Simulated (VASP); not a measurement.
# Hf (a cell with a defect) in VASP: further runs, part 2 of 2

VASP 6.6.1. The steps go on from the part before.

**3. Single point, PBE**

INCAR reads:

```
SYSTEM = Hf
PREC     = Accurate       ! precision mode
ENCUT    = 520            ! plane-wave cutoff, eV
EDIFF    = 1E-6           ! SCF threshold, eV
ISMEAR   = -1             ! smearing method
SIGMA    = 0.05           ! smearing width, eV
LREAL    = .False.        ! projectors in reciprocal space
LASPH    = .True.         ! aspherical terms in the spheres
NELM     = 60             ! most SCF steps
ALGO     = Normal         ! electronic algorithm
ISIF     = 2              ! what is computed and relaxed
LWAVE    = .False.        ! write WAVECAR
LCHARG   = .False.        ! write CHGCAR
GGA      = PE             ! functional
NBANDS   = 44             ! bands
```

KPOINTS reads:

```
Automatic mesh
0
Gamma
  3 3 3
  0 0 0
```

POSCAR reads:

```
Hf
1.0
    0.0000000000      4.4991440000      4.4991440000
    4.4991440000      0.0000000000      4.4991440000
    4.4991440000      4.4991440000      0.0000000000
Hf
7
Direct
   -0.0267335298      0.0029967923      0.0255366354
    0.0429621724     -0.0310363482      0.5203349793
    0.0385992313      0.4864526452      0.5289980716
    0.4807106641      0.0313294040     -0.0423975094
    0.5237330701      0.0018840251      0.4746926304
    0.4679235650      0.5182511384     -0.0417362725
    0.6014495202      0.5002349336      0.3972288951
```

Potentials or basis: VASP PAW PBE potentials, release 64 (Hf_pv).

Started as:

```sh
cat potpaw_PBE.64/Hf_pv/POTCAR > POTCAR
mpirun -np 1 vasp_std > vasp.out
```

OUTCAR:

```text
SYSTEM = Hf
   PREC = Accurate
   ENCUT = 520
   EDIFF = 1E-6
   ISMEAR = -1
   LREAL = .False.
   LASPH = .True.
   NELM = 60
   ISIF = 2
   GGA = PE

 ion  position               nearest neighbor table
   1  0.973  0.003  0.026-   5 2.86   2 3.12   4 3.12   3 3.14   6 3.14   3 3.27   6 3.27   4 3.28
                             2 3.28   5 3.50
   2  0.043  0.969  0.520-   5 3.03   3 3.06   1 3.12   7 3.16   4 3.23   4 3.23   1 3.28   3 3.31
                             7 3.33   5 3.35
   3  0.039  0.486  0.529-   2 3.06   5 3.10   1 3.14   7 3.23   6 3.25   6 3.25   1 3.27   7 3.28
[... 862 lines left out ...]
  Total       -7.9513020     -9.0335461     -7.9427855     -0.3583407     -0.3875576      1.8815050
  in kB      -69.9405683    -79.4601121    -69.8656560     -3.1520060     -3.4090009     16.5499346
  external PRESSURE =     -73.0887788 kB  Pullay stress =       0.0000000 kB

 VOLUME and BASIS-vectors are now :
 -----------------------------------------------------------------------------
  energy-cutoff  :      520.00
  volume of cell :      182.15
      direct lattice vectors                 reciprocal lattice vectors
     0.000000000  4.499144000  4.499144000    -0.111132251  0.111132251  0.111132251
     4.499144000  0.000000000  4.499144000     0.111132251 -0.111132251  0.111132251
     4.499144000  4.499144000  0.000000000     0.111132251  0.111132251 -0.111132251

 POSITION                                       TOTAL-FORCE (eV/Angst)
 -----------------------------------------------------------------------------------
      0.12838      4.49376      4.39235         0.048326     -0.003560     -0.039660
      6.70057      2.53436      4.55280        -0.016842      0.012928     -0.079345
      4.56866      2.55370      2.36228        -0.043408     -0.008818     -0.067963
      4.44935      6.47118      2.30374         0.072392     -0.031644      0.029188
      2.14419      4.49206      2.36483         0.004314      0.007235     -0.015064
      6.64305      6.41662      4.43694         0.070092      0.022254      0.026243
      4.03782      4.49320      4.95664        -0.134874      0.001604      0.146601
 -----------------------------------------------------------------------------------
    total drift:                               -0.000100     -0.000027      0.000192

  FREE ENERGIE OF THE ION-ELECTRON SYSTEM (eV)
  ---------------------------------------------------
  free  energy   TOTEN  =       -66.5133756495 eV

  energy  without entropy=      -66.4327450885  energy(sigma->0) =      -66.47306037
```

OSZICAR:

```text
N       E                     dE             d eps       ncg     rms          rms(c)
DAV:   1     0.301558446208E+03    0.30156E+03   -0.38317E+04  1232   0.149E+03
DAV:   2    -0.474583370953E+02   -0.34902E+03   -0.33938E+03  1400   0.373E+02
DAV:   3    -0.688291596145E+02   -0.21371E+02   -0.20444E+02  1680   0.526E+01
DAV:   4    -0.696854711146E+02   -0.85631E+00   -0.83534E+00  1624   0.959E+00
DAV:   5    -0.697111112365E+02   -0.25640E-01   -0.25357E-01  1676   0.145E+00    0.107E+02
DAV:   6    -0.673371115184E+02    0.23740E+01   -0.79484E+00  1572   0.112E+01    0.567E+01
DAV:   7    -0.671924324119E+02    0.14468E+00   -0.10545E+01  1560   0.100E+01    0.192E+01
DAV:   8    -0.665341757006E+02    0.65826E+00   -0.65262E+00  1580   0.679E+00    0.562E+00
DAV:   9    -0.665252798809E+02    0.88958E-02   -0.37657E-01  1576   0.238E+00    0.206E+00
DAV:  10    -0.665166576309E+02    0.86222E-02   -0.65572E-02  1580   0.112E+00    0.127E+00
DAV:  11    -0.665136028832E+02    0.30547E-02   -0.27648E-02  1624   0.672E-01    0.496E-01
DAV:  12    -0.665134647320E+02    0.13815E-03   -0.32776E-03  1664   0.254E-01    0.341E-01
DAV:  13    -0.665133972244E+02    0.67508E-04   -0.47276E-04  1624   0.948E-02    0.178E-01
DAV:  14    -0.665133826082E+02    0.14616E-04   -0.63414E-05  1616   0.350E-02    0.988E-02
DAV:  15    -0.665133760203E+02    0.65879E-05   -0.49525E-05  1544   0.306E-02    0.282E-02
DAV:  16    -0.665133756495E+02    0.37079E-06   -0.82125E-06  1544   0.124E-02
   1 F= -.66513376E+02 E0= -.66473060E+02  d E =-.806306E-01
```

Wall time 96 s (1 thread of Intel Xeon 6975P-C (Granite Rapids), shared host); peak memory 0.34 GiB.

Results:

* Free energy: -66.5134 eV
* Pressure: -7.3 GPa
* Largest force: 0.199 eV/Å
* Band gap on the k mesh: zero (band 35 reaches 4.43 eV, above the bottom of band 36 at 3.60 eV)

Forces in eV/Å, atoms in the order of the input:
```
Hf   0.048 -0.004 -0.040
Hf  -0.017  0.013 -0.079
Hf  -0.043 -0.009 -0.068
Hf   0.072 -0.032  0.029
Hf   0.004  0.007 -0.015
Hf   0.070  0.022  0.026
Hf  -0.135  0.002  0.147
```

Caveat: the k points lie up to 0.40 Å⁻¹ apart; spin-orbit coupling is left out, which moves the levels of the heavy elements.

**4. Single point, PBE**

INCAR reads:

```
  PREC = Accurate
  ENCUT = 520
  EDIFF = 1E-6
  ISMEAR = -1
  SIGMA = 0.05
  LREAL = F
  LASPH = T
  NELM = 60
  ALGO = Normal
  ISIF = 2
  LWAVE = F
  LCHARG = F
  GGA = PE
  NBANDS = 44
```

KPOINTS reads:

```
regular mesh
0
Gamma
  3 3 3
```

POSCAR reads:

```
Hf
1.0
    0.0000000000      4.4991440000      4.4991440000
    4.4991440000      0.0000000000      4.4991440000
    4.4991440000      4.4991440000      0.0000000000
Hf
7
Direct
   -0.0005146535      0.0088451270     -0.0019327010
    0.0492573698     -0.0527224734      0.5253523781
   -0.0503270178      0.5242702834      0.4708567896
    0.5268292146     -0.0528423851      0.0478187629
    0.4994897918      0.1145381210      0.4980857470
    0.4721864870      0.5241959359     -0.0516582710
    0.9994712328      0.4473157561     -0.0018870256
```

Started as:

```sh
cat potpaw_PBE.64/Hf_pv/POTCAR > POTCAR
mpirun -np 1 vasp_std > vasp.out
```

It took 1.8 min on 1 thread of Intel Xeon 6975P-C (Granite Rapids), shared host; peak memory 0.34 GiB.

It converged, with:

- Free energy: -66.5490 eV
- Pressure: -8.1 GPa
- Largest force: 0.009 eV/Å
- Band gap on the k mesh: zero (band 35 reaches 4.31 eV, above the bottom of band 36 at 3.58 eV)

Forces in eV/Å, atoms in the order of the input:
```
Hf   0.003  0.001  0.002
Hf   0.001 -0.003  0.000
Hf   0.000  0.003  0.003
Hf   0.001 -0.004  0.001
Hf  -0.006  0.000 -0.006
Hf   0.003  0.003  0.001
Hf  -0.001  0.000 -0.001
```

Stress tensor (GPa, compression positive):
```
-7.80  0.00 -1.62
 0.00 -8.74  0.00
-1.62  0.00 -7.80
```

Levels at points of the mesh, in eV from the Fermi level:
| k point | band 32 | band 33 | band 34 | band 35 | band 36 | band 37 |
| --- | --- | --- | --- | --- | --- | --- |
| (0.00, 0.00, 0.00) | -0.78 | -0.05 | 0.53 | 0.58 | 0.61 | 0.72 |

Caveat: the k points lie up to 0.40 Å⁻¹ apart; spin-orbit coupling is left out, which moves the levels of the heavy elements.
